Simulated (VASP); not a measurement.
Runs of VASP 6.6.1 on TiO2. The structure is that of space group I4_1/amd (No. 141), or close to it. The cells are those of the table. 

```csv
cell,gap on the mesh (eV),pressure (GPa),largest force (eV/Å)
"a = 5.594 Å, angles 139.7, 139.7, 58.3°, 6 atoms",2.43,-10.7,0.29
"a = 5.431 Å, angles 139.7, 139.7, 58.3°, 6 atoms",(a),8.8,0.21
"a = 5.486 Å, angles 139.7, 139.7, 58.3°, 6 atoms",(b),1.2,0.03
"a = 5.540 Å, angles 139.7, 139.7, 58.3°, 6 atoms",2.51,-5.2,0.14
```

Alike in all rows: task single point; level r2SCAN; potentials or basis VASP PAW PBE potentials, release 64 (Ti_sv, O); no spin polarisation; k mesh 8 × 8 × 8; cutoff (eV) 520; smearing gaussian 0.01 eV.

Estimate the missing entries.

(a) 2.67; (b) 2.59.

Caveats: the PAW data sets were made with another functional, which shifts forces and pressure a little; the cell stands under tension (at least some runs); the cell stands under pressure (at least some runs).

A k mesh can miss the band edges.
